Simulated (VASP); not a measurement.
Write the native input for VASP 6.6.1 that does the following.

| Quantity | Value |
| --- | --- |
| Task | single point |
| Functional | PBEsol |
| Potentials or basis | VASP PAW PBE potentials, release 64 (Al, N) |
| Cutoff | 520 eV |
| k mesh | 9 × 9 × 6 |
| Occupations | gaussian, width 0.05 eV |
| Spin | no spin polarisation |
| Dipole correction | no |
| Further INCAR settings | ALGO = Normal; EDIFF = 1e-07; NBANDS = 16 |

The structure of AlN lies in POSCAR:

```
AlN
1.0
    3.2650345085      0.0000000000      0.0000000000
   -1.6325172543      2.8276028286      0.0000000000
    0.0000000000      0.0000000000      4.4362023867
Al N
2 2
Direct
    0.3333333333      0.6666666667      0.7500000000
    0.6666666667      0.3333333333      0.2500000000
    0.3333333333      0.6666666667      0.2500000000
    0.6666666667      0.3333333333      0.7500000000
```

This cell differs from its parent crystal: volume 10.239 Å^3 an atom, c/a of the conventional cell 1.3587.

The input as run:

INCAR

```
SYSTEM = AlN
  PREC = Accurate
  ENCUT = 520
  EDIFF = 1E-7
  ISMEAR = 0
  SIGMA = 0.05
  LREAL = .False.
  LASPH = .True.
  NELM = 60
  ALGO = Normal
  ISIF = 2
  LWAVE = .False.
  LCHARG = .True.
  GGA = PS
  LELF = .True.
  LVHAR = .True.
  NBANDS = 16
```

KPOINTS

```
Automatic mesh
0
Gamma
  9 9 6
  0 0 0
```

Potentials or basis: VASP PAW PBE potentials, release 64 (Al, N).

Run with:

```sh
$ cat potpaw_PBE.64/Al/POTCAR potpaw_PBE.64/N/POTCAR > POTCAR
$ mpirun -np 1 vasp_std > vasp.out
```

It gave:

| Quantity | Value |
| --- | --- |
| Pressure | -5.6 GPa |
| Band gap on the k mesh | 2.80 eV, direct |

Caveat: the PAW data sets were made with another functional, which shifts forces and pressure a little.

Wall time 65 s on 1 thread of AMD EPYC 7R13, on a shared host, peak memory 0.13 GiB.
